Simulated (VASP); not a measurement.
# BaTiO3 (Amm2) in VASP: further runs

The runs below take BaTiO3 through single point, with PBE.

Program: VASP 6.6.1. These are calculated values, not measurements. Logs are shortened: lines on timing, memory, paths and dates and some standing lists are left out, and cuts for length are marked.

## 1. The cell of the first run

Symmetry: Amm2, No. 38, orthorhombic system. Conventional cell: a = 4.010 Å, b = 5.712 Å, c = 5.729 Å, α = 90.00°, β = 90.00°, γ = 90.00°. Within 3.6 Å of Ba (site symmetry mm2) lie 12 O at 2.77 to 2.96 Å and 8 Ti at 3.43 to 3.57 Å. Ti (site symmetry mm2) has 6 O at 1.86 to 2.19 Å within 2.5 Å. O (site symmetry mm2) has 2 Ti at 2.01 Å and 4 Ba at 2.77 to 2.96 Å and 8 O at 2.82 to 2.88 Å within 3.0 Å. O (site symmetry m) has 2 Ti at 1.86 to 2.19 Å within 2.5 Å.

## 2. Single point, PBE (13.12 Å³/atom)

INCAR reads:

```
SYSTEM = BaTiO3
ALGO     = Normal         ! electronic algorithm
EDIFF    = 1E-6           ! SCF threshold, eV
ENCUT    = 520            ! plane-wave cutoff, eV
GGA      = PE             ! functional
ISIF     = 2              ! what is computed and relaxed
ISMEAR   = -1             ! smearing method
LASPH    = .True.         ! aspherical terms in the spheres
LCHARG   = .True.         ! write CHGCAR
LELF     = .True.         ! ELF
LREAL    = .False.        ! projectors in reciprocal space
LVHAR    = .True.       
LWAVE    = .False.        ! write WAVECAR
NBANDS   = 28             ! bands
NELM     = 100            ! most SCF steps
PREC     = Accurate       ! precision mode
SIGMA    = 0.02           ! smearing width, eV
```

KPOINTS reads:

```
k-points
0
Gamma
  8 8 8
  0 0 0
```

POSCAR reads:

```
BaTiO3
1.0
    4.0104855372      0.0000000000      0.0000000000
    0.0000000000      2.8558389582      2.8646469069
    0.0000000000     -2.8558389582      2.8646469069
Ba Ti O
1 1 3
Direct
    0.0000000000      0.0082496729      0.0082496729
    0.5000000000      0.5227778501      0.5227778501
    0.0000000000      0.4911434479      0.4911434479
    0.5000000000      0.4925532383      0.9814957908
    0.5000000000      0.9814957908      0.4925532383
```

Potentials or basis: VASP PAW PBE potentials, release 64 (Ba_sv, Ti_sv, O).

Command:

```console
$ cat potpaw_PBE.64/Ba_sv/POTCAR potpaw_PBE.64/Ti_sv/POTCAR potpaw_PBE.64/O/POTCAR > POTCAR
$ mpirun -np 1 vasp_std > vasp.out
```

OUTCAR:

```text
SYSTEM = BaTiO3
   EDIFF = 1E-6
   ENCUT = 520
   GGA = PE
   ISIF = 2
   ISMEAR = -1
   LASPH = .True.
   LREAL = .False.
   NELM = 100
   PREC = Accurate

 ion  position               nearest neighbor table
   1  0.000  0.008  0.008-   3 2.77   4 2.81   5 2.81   4 2.81   5 2.81   3 2.86   3 2.86   5 2.90
                             4 2.90   5 2.90   4 2.90   3 2.96   2 3.43   2 3.43   2 3.49   2 3.49
   2  0.500  0.523  0.523-   4 1.86   5 1.86   3 2.01   3 2.01   5 2.19   4 2.19   1 3.43   1 3.43
                             1 3.49   1 3.49   1 3.49   1 3.49   1 3.57   1 3.57
   3  0.000  0.491  0.491-   2 2.01   2 2.01   1 2.77   1 2.86   1 2.86   1 2.96
   4  0.500  0.493  0.981-   2 1.86   2 2.19   1 2.81   1 2.81   1 2.90   1 2.90
   5  0.500  0.981  0.493-   2 1.86   2 2.19   1 2.81   1 2.81   1 2.90   1 2.90

  LATTYP: Found a base centered orthorhombic cell.
 ALAT       =     5.7116779164
 B/A-ratio  =     1.0030841896
 C/A-ratio  =     0.7021554079

  Lattice vectors:

 A1 = (   0.0000000000,   2.8558389582,  -2.8646469069)
 A2 = (   0.0000000000,   2.8558389582,   2.8646469069)
 A3 = (   4.0104855372,   0.0000000000,   0.0000000000)

Analysis of symmetry for initial positions (statically):
=====================================================================
 Subroutine PRICEL returns:
 Original cell was already a primitive cell.

 Routine SETGRP: Setting up the symmetry group for a
 base centered orthorhombic supercell.

 Subroutine GETGRP returns: Found  4 space group operations
 (whereof  4 operations were pure point group operations)
 out of a pool of  8 trial point group operations.

The static configuration has the point symmetry C_2v.

Analysis of symmetry for dynamics (positions and initial velocities):
=====================================================================
 Subroutine PRICEL returns:
 Original cell was already a primitive cell.

 Routine SETGRP: Setting up the symmetry group for a
 base centered orthorhombic supercell.

 Subroutine GETGRP returns: Found  4 space group operations
 (whereof  4 operations were pure point group operations)
 out of a pool of  8 trial point group operations.

The dynamic configuration has the point symmetry C_2v.

 Subroutine INISYM returns: Found  4 space group operations
 (whereof  4 operations are pure point group operations),
 and found     1 'primitive' translations

----------------------------------------------------------------------------------------

                                     Primitive cell

  volume of cell :      65.6193

  direct lattice vectors                    reciprocal lattice vectors
     4.010485537  0.000000000  0.000000000     0.249346367  0.000000000  0.000000000
     0.000000000  2.855838958  2.864646907     0.000000000  0.175079900  0.174541581
     0.000000000 -2.855838958  2.864646907     0.000000000 -0.175079900  0.174541581

  length of vectors
     4.010485537  4.044999142  4.044999142     0.249346367  0.247220013  0.247220013

  position of ions in fractional coordinates (direct lattice)
     0.000000000  0.008249673  0.008249673
     0.500000000  0.522777850  0.522777850
     0.000000000  0.491143448  0.491143448
     0.500000000  0.492553238  0.981495791
     0.500000000  0.981495791  0.492553238

  ion indices of the primitive-cell ions
   primitive index   ion index
                 1           1
                 2           2
                 3           3
                 4           4
                 5           5

----------------------------------------------------------------------------------------

 KPOINTS: k-points

Automatic generation of k-mesh.
 Grid dimensions read from file:
 generate k-points for:    8    8    8

 Generating k-lattice:

  Cartesian coordinates                     Fractional coordinates (reciprocal lattice)
     0.031168296  0.000000000  0.000000000     0.125000000  0.000000000  0.000000000
     0.000000000  0.021884988  0.021817698     0.000000000  0.125000000 -0.000000000
     0.000000000 -0.021884988  0.021817698     0.000000000 -0.000000000  0.125000000

  Length of vectors
     0.031168296  0.030902502  0.030902502

  Shift w.r.t. Gamma in fractional coordinates (k-lattice)
     0.000000000  0.000000000  0.000000000

 Subroutine IBZKPT returns following result:
 ===========================================

 Found    105 irreducible k-points:

 Following reciprocal coordinates:
            Coordinates               Weight
  0.000000  0.000000  0.000000      1.000000
  0.125000  0.000000  0.000000      2.000000
  0.250000  0.000000  0.000000      2.000000
  0.375000  0.000000  0.000000      2.000000
  0.500000  0.000000  0.000000      1.000000
  0.000000  0.125000 -0.000000      4.000000
[... 16 lines left out ...]
  0.250000  0.500000 -0.000000      4.000000
  0.375000  0.500000 -0.000000      4.000000
 [... further k-points ...]
   k-points           NKPTS =    105   k-points in BZ     NKDIM =    105   number of bands    NBANDS=     28
   number of dos      NEDOS =    301   number of ions     NIONS =      5
   total plane-waves  NPLWV =  27000
   dimension x,y,z NGX =    30 NGY =   30 NGZ =   30
   dimension x,y,z NGXF=    60 NGYF=   60 NGZF=   60
   ions per type =               1   1   3
   NGX,Y,Z   is equivalent  to a cutoff of  12.44, 12.33, 12.33 a.u.
   NGXF,Y,Z  is equivalent  to a cutoff of  24.87, 24.66, 24.66 a.u.
 SYSTEM =  BaTiO3
   PREC   = accura    normal or accurate (medium, high low for compatibility)
   ISTART =      0    job   : 0-new  1-cont  2-samecut
   ICHARG =      2    charge: 1-file 2-atom 10-const
   ISPIN  =      1    spin polarized calculation?
   LNONCOLLINEAR =      F non collinear calculations
   LSORBIT =      F    spin-orbit coupling
   LASPH  =      T    aspherical Exc in radial PAW
   ENCUT  =  520.0 eV  38.22 Ry    6.18 a.u.   7.46  7.52  7.52*2*pi/ulx,y,z
   NELM   =    100;   NELMIN=  2; NELMDL= -5     # of ELM steps
   EDIFF  = 0.1E-05   stopping-criterion for ELM
   LREAL  =      F    real-space projection
   EDIFFG = 0.1E-04   stopping-criterion for IOM
   NSW    =      0    number of steps for IOM
   IBRION =     -1    ionic relax: 0-MD 1-quasi-New 2-CG
   NFREE  =      0    steps in history (QN), initial steepest desc. (CG)
   ISIF   =      2    stress and relaxation
   ISYM   =      2    0-nonsym 1-usesym 2-fastsym
   POTIM  = 0.5000    time-step for ionic-motion
   TEBEG  =    0.0;   TEEND  =   0.0 temperature during run
   PSTRESS=    0.0 pullay stress
   NELECT =      40.0000    total number of electrons
   NUPDOWN=      -1.0000    fix difference up-down
   EMIN   =  10.00;   EMAX   =-10.00  energy-range for DOS
   EFERMI =   0.00;   METHOD = LEGACY
   ISMEAR =    -1;   SIGMA  =   0.02  broadening in eV -4-tet -1-fermi 0-gaus
   EFERMI_NEDOS =   21; number of points for ismear=-14 and -15
   IALGO  =     38    algorithm
   IMIX   =      4    mixing-type and parameters
     AMIX     =   0.40;   BMIX     =  1.00
     AMIX_MAG =   1.60;   BMIX_MAG =  1.00
  volume/ion in A,a.u.               =      13.12        88.56
  Fermi-wavevector in a.u.,A,eV,Ry     =   1.388090  2.623109 26.215616  1.926793
  Thomas-Fermi vector in A             =   2.512249
   LORBIT       =      0    0 simple, 1 ext, 2 COOP (PROOUT), +10 PAW based schemes
   GGA     = PE    functional components
   LHFCALC =     F    Hartree Fock is set to
   AEXX    =    0.0000 exact exchange contribution
   IVDW    =     0    specifies the selected vdW correction
   LEPSILON=     F    determine dielectric tensor
   LRPA    =     F    only Hartree local field effects (RPA)
 non-spin polarized calculation
  energy-cutoff  :      520.00
  volume of cell :       65.62
 maximum number of plane-waves:      1793
 NGX is ok and might be reduce to    30
   NGX = 15   NGY = 15   NGZ = 15

 number of electron      39.9999993 magnetization

 Free energy of the ion-electron system (eV)
  ---------------------------------------------------
  ext. energy  EPLUGINS =         0.00000000
  ---------------------------------------------------
  free energy    TOTEN  =       -40.03093986 eV

  energy without entropy =      -40.03093986  energy(sigma->0) =      -40.03093986

 E-fermi :   4.2356     XC(G=0): -11.1194

 val. band max:        3.6528781545   @ k =   0.5000   0.5000   0.5000
 cond. band min:       5.8353042562   @ k =   0.0000   0.0000   0.0000
 fundamental gap:      2.1824261017
 Fermi energy:         4.2356182367

 k-point     1 :       0.0000    0.0000    0.0000
  band No.  band energies     occupation
      1     -52.7780      2.00000
      2     -29.0435      2.00000
      3     -29.0417      2.00000
      4     -28.9797      2.00000
      5     -21.2543      2.00000
      6     -13.1831      2.00000
[... 20 lines left out ...]
     27       8.7209      0.00000
     28      10.7229      0.00000

 k-point     2 :       0.1250    0.0000    0.0000
  band No.  band energies     occupation
      1     -52.7779      2.00000
      2     -29.0432      2.00000
      3     -29.0414      2.00000
      4     -28.9871      2.00000
      5     -21.2386      2.00000
      6     -13.1973      2.00000
[... 20 lines left out ...]
     27       9.0048      0.00000
     28      11.0920      0.00000

 k-point     3 :       0.2500    0.0000    0.0000
  band No.  band energies     occupation
      1     -52.7776      2.00000
      2     -29.0425      2.00000
      3     -29.0408      2.00000
      4     -29.0049      2.00000
      5     -21.2002      2.00000
      6     -13.2652      2.00000
[... 20 lines left out ...]
     27       9.7085      0.00000
     28      11.9168      0.00000

 k-point     4 :       0.3750    0.0000    0.0000
  band No.  band energies     occupation
      1     -52.7772      2.00000
      2     -29.0418      2.00000
      3     -29.0401      2.00000
      4     -29.0226      2.00000
      5     -21.1610      2.00000
      6     -13.3634      2.00000
[... 20 lines left out ...]
     27      10.6577      0.00000
     28      11.8193      0.00000

 k-point     5 :       0.5000    0.0000    0.0000
  band No.  band energies     occupation
      1     -52.7771      2.00000
      2     -29.0415      2.00000
      3     -29.0398      2.00000
      4     -29.0299      2.00000
      5     -21.1446      2.00000
      6     -13.4091      2.00000
[... 20 lines left out ...]
     27      11.1177      0.00000
     28      11.7788      0.00000

 k-point     6 :       0.0000    0.1250   -0.0000
  band No.  band energies     occupation
      1     -52.7779      2.00000
      2     -29.0496      2.00000
      3     -29.0422      2.00000
      4     -28.9795      2.00000
      5     -21.2396      2.00000
      6     -13.1834      2.00000
[... 463 lines left out ...]
      5     -21.1516      2.00000
      6     -13.3539      2.00000
[... 20 lines left out ...]
     27      11.0816      0.00000
     28      11.7641      0.00000

 k-point    22 :       0.1250    0.5000   -0.0000
  band No.  band energies     occupation
      1     -52.7770      2.00000
      2     -29.0884      2.00000
      3     -29.0405      2.00000
      4     -28.9852      2.00000
      5     -21.1411      2.00000
      6     -13.2890      2.00000
[... 20 lines left out ...]
     27      11.3476      0.00000
     28      11.9841      0.00000

 k-point    23 :       0.2500    0.5000   -0.0000
  band No.  band energies     occupation
      1     -52.7767      2.00000
      2     -29.0872      2.00000
      3     -29.0399      2.00000
      4     -29.0025      2.00000
      5     -21.1155      2.00000
      6     -13.1240      2.00000
[... 20 lines left out ...]
     27      11.9646      0.00000
     28      12.2497      0.00000

 k-point    24 :       0.3750    0.5000   -0.0000
  band No.  band energies     occupation
      1     -52.7763      2.00000
      2     -29.0860      2.00000
      3     -29.0392      2.00000
      4     -29.0198      2.00000
      5     -21.0896      2.00000
      6     -12.9426      2.00000
[... 20 lines left out ...]
     27      11.5626      0.00000
     28      13.0084      0.00000

 [... further k-points ...]

------------------------ aborting loop because EDIFF is reached ----------------------------------------

  FORCE on cell =-STRESS in cart. coord.  units (eV):
  Direction    XX          YY          ZZ          XY          YZ          ZX
  --------------------------------------------------------------------------------------
  -------------------------------------------------------------------------------------
  Total        0.7149837      1.4687361      1.6480099      0.0000000      0.0000000      0.0000000
  in kB       17.4572139     35.8610157     40.2382095      0.0000000      0.0000000      0.0000000
  external PRESSURE =      31.1854797 kB  Pullay stress =       0.0000000 kB

 VOLUME and BASIS-vectors are now :
 -----------------------------------------------------------------------------
  energy-cutoff  :      520.00
  volume of cell :       65.62
      direct lattice vectors                 reciprocal lattice vectors
     4.010485537  0.000000000  0.000000000     0.249346367  0.000000000  0.000000000
     0.000000000  2.855838958  2.864646907     0.000000000  0.175079900  0.174541581
     0.000000000 -2.855838958  2.864646907     0.000000000 -0.175079900  0.174541581

 POSITION                                       TOTAL-FORCE (eV/Angst)
 -----------------------------------------------------------------------------------
      0.00000      0.00000      0.04726         0.000000      0.000000     -0.036423
      2.00524      0.00000      2.99515         0.000000      0.000000     -0.076766
      0.00000      0.00000      2.81391         0.000000      0.000000      0.016667
      2.00524     -1.39634      4.22263         0.000000     -0.029463      0.048261
      2.00524      1.39634      4.22263         0.000000      0.029463      0.048261
 -----------------------------------------------------------------------------------
    total drift:                                0.000000      0.000000     -0.000716

  FREE ENERGIE OF THE ION-ELECTRON SYSTEM (eV)
  ---------------------------------------------------
  free  energy   TOTEN  =       -40.0309398578 eV

  energy  without entropy=      -40.0309398578  energy(sigma->0) =      -40.03093986
```

Run time: 92 s. Hardware: 1 thread of Intel Xeon 6975P-C (Granite Rapids), shared host; peak memory 0.31 GiB.

What came out:

```
Free energy            : -40.0309 eV
Pressure               : 3.1 GPa
Largest force          : 0.077 eV/Å
Band gap on the k mesh : 2.18 eV (least direct gap 2.61 eV)
```

Forces in eV/Å, atoms in the order of the input:
```
Ba   0.000  0.000 -0.036
Ti   0.000  0.000 -0.077
O    0.000  0.000  0.017
O    0.000 -0.029  0.048
O    0.000  0.029  0.048
```

Stress tensor (GPa, compression positive):
```
1.75 0.00 0.00
0.00 3.59 0.00
0.00 0.00 4.02
```

Caveat: the cell stands under pressure; spin-orbit coupling is left out, which moves the levels of the heavy elements. A k mesh can miss the band edges.

## 3. Single point, PBE (z stretched by +2 %, then relaxed in part)

INCAR reads:

```
PREC = Accurate
ENCUT = 520
EDIFF = 1E-7
ISMEAR = -1
SIGMA = 0.02
LREAL = F
LASPH = T
NELM = 60
ALGO = Normal
ISIF = 2
LWAVE = F
LCHARG = F
GGA = PE
NBANDS = 28
```

KPOINTS reads:

```
regular mesh
0
Gamma
  8 8 8
```

POSCAR reads:

```
BaTiO3
1.0
    3.9841000000      0.0000000000      0.0000000000
    0.0000000000      2.8370500000      2.9027160000
    0.0000000000     -2.8370500000      2.9027160000
Ba Ti O
1 1 3
Direct
    0.0000000000      0.0094805963      0.0094805963
    0.5000000000      0.5245838570      0.5245838570
    0.0000000000      0.4895412991      0.4895412991
    0.5000000000      0.4919341429      0.9806801047
    0.5000000000      0.9806801047      0.4919341429
```

Potentials or basis: VASP PAW PBE potentials, release 64 (Ba_sv, Ti_sv, O).

Command:

```console
$ cat potpaw_PBE.64/Ba_sv/POTCAR potpaw_PBE.64/Ti_sv/POTCAR potpaw_PBE.64/O/POTCAR > POTCAR
$ mpirun -np 1 vasp_std > vasp.out
```

Wall time 1.7 min (1 thread of Intel Xeon 6975P-C (Granite Rapids), shared host); peak memory 0.3 GiB.

The run converged. Its results:

| Quantity | Value |
| --- | --- |
| Free energy | -40.0268 eV |
| Pressure | 3.6 GPa |
| Largest force | 0.083 eV/Å |
| Band gap on the k mesh | 2.23 eV (least direct gap 2.65 eV) |

Forces in eV/Å, atoms in the order of the input:
```
Ba   0.000  0.000 -0.040
Ti   0.000  0.000 -0.083
O    0.000  0.000  0.017
O    0.000 -0.030  0.053
O    0.000  0.030  0.053
```

Stress tensor (GPa, compression positive):
```
2.99 0.00 0.00
0.00 5.78 0.00
0.00 0.00 2.14
```

Levels at points of the mesh, in eV from the valence-band top:
```csv
k point,band 18,band 19,band 20,band 21,band 22,band 23
"(0.00, 0.00, 0.00)",-0.58,-0.56,-0.42,2.23,2.52,2.59
"(0.50, 0.00, 0.00)",-1.51,-1.30,-1.03,2.68,3.64,3.83
"(0.00, 0.50, 0.00)",-1.68,-0.97,-0.79,2.49,3.72,3.75
"(0.50, 0.50, 0.00)",-0.97,-0.93,-0.07,3.76,3.78,4.09
"(0.00, 0.50, 0.50)",-0.93,-0.79,-0.27,3.70,3.79,4.02
"(0.50, 0.50, 0.50)",-0.20,0.00,0.00,4.21,4.26,4.36
```

Caveat: the cell differs from its parent crystal (z stretched by +2 %, then relaxed in part); the cell stands under pressure; spin-orbit coupling is left out, which moves the levels of the heavy elements.
